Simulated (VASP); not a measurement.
# H (I4/mmm) in VASP: relaxation of cell and atoms with LDA

Aim: the relaxation of cell and atoms of H with LDA.

Program: VASP 6.6.1. These are calculated values, not measurements. Logs are shortened: lines on timing, memory, paths and dates and some standing lists are left out, and cuts for length are marked.

## 1. The cell of the first run

Symmetry: I4/mmm, No. 139, tetragonal system. The conventional cell has a = 2.820 Å, b = 2.820 Å, c = 3.861 Å, α = 90.00°, β = 90.00°, γ = 90.00°. H (site symmetry 4mm) has 1 H at 0.77 Å within 1.1 Å.

## 2. Relaxation of cell and atoms, LDA

Contents of INCAR:

```
SYSTEM = H
PREC = Accurate
ENCUT = 1230
EDIFF = 1E-7
ISMEAR = 0
SIGMA = 0.01
LREAL = .False.
LASPH = .True.
NELM = 120
ALGO = Normal
ISIF = 3
LWAVE = .False.
LCHARG = .False.
GGA = CA
IBRION = 2
NSW = 80
EDIFFG = -0.001
GGA_COMPAT = .False.
NELMIN = 4
```

Contents of KPOINTS:

```
Automatic mesh
0
Gamma
  12 12 12
  0 0 0
```

Contents of POSCAR:

```
H
1.0
   -1.4101864863      1.4101864863      1.9306382503
    1.4101864863     -1.4101864863      1.9306382503
    1.4101864863      1.4101864863     -1.9306382503
H
2
Direct
    0.9001528111      0.9001528111      0.0000000000
    0.0998471889      0.0998471889      0.0000000000
```

Potentials or basis: VASP PAW LDA potentials, release 64 (H_h).

Started as:

```console
$ cat potpaw_LDA.64/H_h/POTCAR > POTCAR
$ mpirun -np 1 vasp_std > vasp.out
```

OUTCAR:

```text
SYSTEM = H
   PREC = Accurate
   ENCUT = 1230
   EDIFF = 1E-7
   ISMEAR = 0
   LREAL = .False.
   LASPH = .True.
   NELM = 120
   ISIF = 3
   GGA = CA
   IBRION = 2
   NSW = 80
   EDIFFG = -0.001
   NELMIN = 4

 ion  position               nearest neighbor table
   1  0.900  0.900  0.000-   2 0.77
   2  0.100  0.100  0.000-   1 0.77

  LATTYP: Found a body centered tetragonal cell.
 ALAT       =     2.8203729726
 C/A-ratio  =     1.3690659137

  Lattice vectors:

 A1 = (  -1.4101864863,   1.4101864863,   1.9306382503)
 A2 = (   1.4101864863,  -1.4101864863,   1.9306382503)
 A3 = (   1.4101864863,   1.4101864863,  -1.9306382503)

Analysis of symmetry for initial positions (statically):
=====================================================================
 Subroutine PRICEL returns:
 Original cell was already a primitive cell.

 Routine SETGRP: Setting up the symmetry group for a
 body centered tetragonal supercell.

 Subroutine GETGRP returns: Found 16 space group operations
 (whereof 16 operations were pure point group operations)
 out of a pool of 16 trial point group operations.

The static configuration has the point symmetry D_4h.

Analysis of symmetry for dynamics (positions and initial velocities):
=====================================================================
 Subroutine PRICEL returns:
 Original cell was already a primitive cell.

 Routine SETGRP: Setting up the symmetry group for a
 body centered tetragonal supercell.

 Subroutine GETGRP returns: Found 16 space group operations
 (whereof 16 operations were pure point group operations)
 out of a pool of 16 trial point group operations.

The dynamic configuration has the point symmetry D_4h.

 Subroutine INISYM returns: Found 16 space group operations
 (whereof 16 operations are pure point group operations),
 and found     1 'primitive' translations

----------------------------------------------------------------------------------------

                                     Primitive cell

  volume of cell :      15.3573

  direct lattice vectors                    reciprocal lattice vectors
    -1.410186486  1.410186486  1.930638250     0.000000000  0.354563035  0.258981712
     1.410186486 -1.410186486  1.930638250     0.354563035  0.000000000  0.258981712
     1.410186486  1.410186486 -1.930638250     0.354563035  0.354563035  0.000000000

  length of vectors
     2.775718989  2.775718989  2.775718989     0.439074564  0.439074564  0.501427852

  position of ions in fractional coordinates (direct lattice)
     0.900152811  0.900152811  0.000000000
     0.099847189  0.099847189  0.000000000

  ion indices of the primitive-cell ions
   primitive index   ion index
                 1           1
                 2           2

----------------------------------------------------------------------------------------

 KPOINTS: Automatic mesh

Automatic generation of k-mesh.
 Grid dimensions read from file:
 generate k-points for:   12   12   12

 Generating k-lattice:

  Cartesian coordinates                     Fractional coordinates (reciprocal lattice)
     0.000000000  0.029546920  0.021581809     0.083333333 -0.000000000  0.000000000
     0.029546920  0.000000000  0.021581809    -0.000000000  0.083333333  0.000000000
     0.029546920  0.029546920  0.000000000     0.000000000  0.000000000  0.083333333

  Length of vectors
     0.036589547  0.036589547  0.041785654

  Shift w.r.t. Gamma in fractional coordinates (k-lattice)
     0.000000000  0.000000000  0.000000000

 Subroutine IBZKPT returns following result:
 ===========================================

 Found    163 irreducible k-points:

 Following reciprocal coordinates:
            Coordinates               Weight
  0.000000  0.000000  0.000000      1.000000
  0.083333  0.000000 -0.000000      8.000000
  0.166667  0.000000  0.000000      8.000000
  0.250000  0.000000  0.000000      8.000000
  0.333333  0.000000  0.000000      8.000000
  0.416667  0.000000  0.000000      8.000000
[... 16 lines left out ...]
  0.500000  0.166667  0.000000     16.000000
 -0.416667  0.166667  0.000000     16.000000
 [... further k-points ...]
   k-points           NKPTS =    163   k-points in BZ     NKDIM =    163   number of bands    NBANDS=      5
   number of dos      NEDOS =    301   number of ions     NIONS =      2
   total plane-waves  NPLWV =  32768
   dimension x,y,z NGX =    32 NGY =   32 NGZ =   32
   dimension x,y,z NGXF=    64 NGYF=   64 NGZF=   64
   ions per type =               2
   NGX,Y,Z   is equivalent  to a cutoff of  19.17, 19.17, 19.17 a.u.
   NGXF,Y,Z  is equivalent  to a cutoff of  38.33, 38.33, 38.33 a.u.
 SYSTEM =  H
   PREC   = accura    normal or accurate (medium, high low for compatibility)
   ISTART =      0    job   : 0-new  1-cont  2-samecut
   ICHARG =      2    charge: 1-file 2-atom 10-const
   ISPIN  =      1    spin polarized calculation?
   LNONCOLLINEAR =      F non collinear calculations
   LSORBIT =      F    spin-orbit coupling
   LASPH  =      T    aspherical Exc in radial PAW
   ENCUT  = 1230.0 eV  90.40 Ry    9.51 a.u.   7.94  7.94  7.94*2*pi/ulx,y,z
   NELM   =    120;   NELMIN=  4; NELMDL= -5     # of ELM steps
   EDIFF  = 0.1E-06   stopping-criterion for ELM
   LREAL  =      F    real-space projection
   EDIFFG = -.1E-02   stopping-criterion for IOM
   NSW    =     80    number of steps for IOM
   IBRION =      2    ionic relax: 0-MD 1-quasi-New 2-CG
   NFREE  =      1    steps in history (QN), initial steepest desc. (CG)
   ISIF   =      3    stress and relaxation
   ISYM   =      2    0-nonsym 1-usesym 2-fastsym
   POTIM  = 0.5000    time-step for ionic-motion
   TEBEG  =    0.0;   TEEND  =   0.0 temperature during run
   PSTRESS=    0.0 pullay stress
   NELECT =       2.0000    total number of electrons
   NUPDOWN=      -1.0000    fix difference up-down
   EMIN   =  10.00;   EMAX   =-10.00  energy-range for DOS
   EFERMI =   0.00;   METHOD = LEGACY
   ISMEAR =     0;   SIGMA  =   0.01  broadening in eV -4-tet -1-fermi 0-gaus
   EFERMI_NEDOS =   21; number of points for ismear=-14 and -15
   IALGO  =     38    algorithm
   IMIX   =      4    mixing-type and parameters
     AMIX     =   0.40;   BMIX     =  1.00
     AMIX_MAG =   1.60;   BMIX_MAG =  1.00
  volume/ion in A,a.u.               =       7.68        51.82
  Fermi-wavevector in a.u.,A,eV,Ry     =   0.829813  1.568119  9.368827  0.688589
  Thomas-Fermi vector in A             =   1.942424
   LORBIT       =      0    0 simple, 1 ext, 2 COOP (PROOUT), +10 PAW based schemes
   GGA     = CA    functional components
   LHFCALC =     F    Hartree Fock is set to
   AEXX    =    0.0000 exact exchange contribution
   IVDW    =     0    specifies the selected vdW correction
   LEPSILON=     F    determine dielectric tensor
   LRPA    =     F    only Hartree local field effects (RPA)
 conjugate gradient relaxation of ions
 non-spin polarized calculation
 Gauss-broadening in eV      SIGMA  =   0.01
  energy-cutoff  :     1230.00
  volume of cell :       15.36
 maximum number of plane-waves:      1543
   NGX = 15   NGY = 15   NGZ = 15

--------------------------------------- Ionic step        1  -------------------------------------------

 number of electron       2.0000000 magnetization

 Free energy of the ion-electron system (eV)
  ---------------------------------------------------
  ext. energy  EPLUGINS =         0.00000000
  ---------------------------------------------------
  free energy    TOTEN  =        -6.81167353 eV

  energy without entropy =       -6.81167353  energy(sigma->0) =       -6.81167353

------------------------ aborting loop because EDIFF is reached ----------------------------------------

  FORCE on cell =-STRESS in cart. coord.  units (eV):
  Direction    XX          YY          ZZ          XY          YZ          ZX
  --------------------------------------------------------------------------------------
  -------------------------------------------------------------------------------------
  Total       -0.0038393     -0.0038393      0.0117574      0.0000000      0.0000000      0.0000000
  in kB       -0.4005437     -0.4005437      1.2266150      0.0000000      0.0000000      0.0000000
  external PRESSURE =       0.1418425 kB  Pullay stress =       0.0000000 kB
[... 201 lines left out ...]
  energy  without entropy=       -6.8116866841  energy(sigma->0) =       -6.81168668

--------------------------------------- Ionic step        7  -------------------------------------------

 number of electron       2.0000000 magnetization

 Free energy of the ion-electron system (eV)
  ---------------------------------------------------
  ext. energy  EPLUGINS =         0.00000000
  ---------------------------------------------------
  free energy    TOTEN  =        -6.81169136 eV

  energy without entropy =       -6.81169136  energy(sigma->0) =       -6.81169136

 E-fermi :  -6.3554     XC(G=0):  -7.2989

 val. band max:       -6.4121693084   @ k =   0.5000   0.5000   0.5000
 cond. band min:       0.7376476692   @ k =   0.5000   0.0000   0.0000
 fundamental gap:      7.1498169776
 Fermi energy:        -6.3554245833

 k-point     1 :       0.0000    0.0000    0.0000
  band No.  band energies     occupation
      1     -11.2698      2.00000
      2      10.1886      0.00000
      3      12.6747      0.00000
      4      21.0300      0.00000
      5      21.0300      0.00000

 k-point     2 :       0.0833    0.0000   -0.0000
  band No.  band energies     occupation
      1     -11.1173      2.00000
      2       9.2660      0.00000
      3      13.0397      0.00000
      4      19.3444      0.00000
      5      20.1650      0.00000
[... 169 lines left out ...]
 k-point    24 :      -0.4167    0.1667    0.0000
  band No.  band energies     occupation
      1      -8.4838      2.00000
      2       3.1023      0.00000
      3       9.7928      0.00000
      4      13.2806      0.00000
      5      16.1225      0.00000

 [... further k-points ...]
[... 5 lines left out ...]
  --------------------------------------------------------------------------------------
  -------------------------------------------------------------------------------------
  Total       -0.0011158     -0.0011158     -0.0008412      0.0000000     -0.0000000      0.0000000
  in kB       -0.1169897     -0.1169897     -0.0881977      0.0000000     -0.0000000      0.0000000
  external PRESSURE =      -0.1073923 kB  Pullay stress =       0.0000000 kB
[... 17 lines left out ...]
  FREE ENERGIE OF THE ION-ELECTRON SYSTEM (eV)
  ---------------------------------------------------
  free  energy   TOTEN  =        -6.8116913606 eV

  energy  without entropy=       -6.8116913606  energy(sigma->0) =       -6.81169136

 reached required accuracy - stopping structural energy minimisation
```

Run time: 28 s. Hardware: 1 thread of Intel Xeon Platinum 8559C (Emerald Rapids), shared host; peak memory 0.16 GiB.

Results:

```
Free energy                           : -6.8117 eV
Relaxed volume                        : 7.64 Å³/atom
Relaxed cell                          : a = 2.771 Å, b = 2.771 Å, c = 2.771 Å, α = 118.95°, β = 118.95°, γ = 91.83°
Space group after relaxing (to 0.1 Å) : I4/mmm (No. 139)
Energy gained by relaxing             : 0.0 meV/atom
Ionic steps                           : 7
Pressure after relaxing               : 0.0 GPa
Band gap on the k mesh                : 7.15 eV (least direct gap 7.67 eV)
```

Final structure:
```
CELL_PARAMETERS angstrom
-1.40763 1.40763 1.92811
1.40763 -1.40763 1.92811
1.40763 1.40763 -1.92811
ATOMIC_POSITIONS crystal
H 0.89994 0.89994 0.00000
H 0.10006 0.10006 0.00000
```

Levels at points of the mesh, in eV from the valence-band top:
```
           k point  band 1  band 2  band 3  band 4  band 5
(0.00, 0.00, 0.00)   -4.86   16.60   19.09   27.44   27.44
(0.50, 0.00, 0.00)   -1.55    7.15   19.44   20.60   24.16
(0.50, 0.50, 0.00)   -0.77   10.05   14.13   17.09   19.76
(0.50, 0.50, 0.50)    0.00    7.67   15.61   18.36   18.36
```
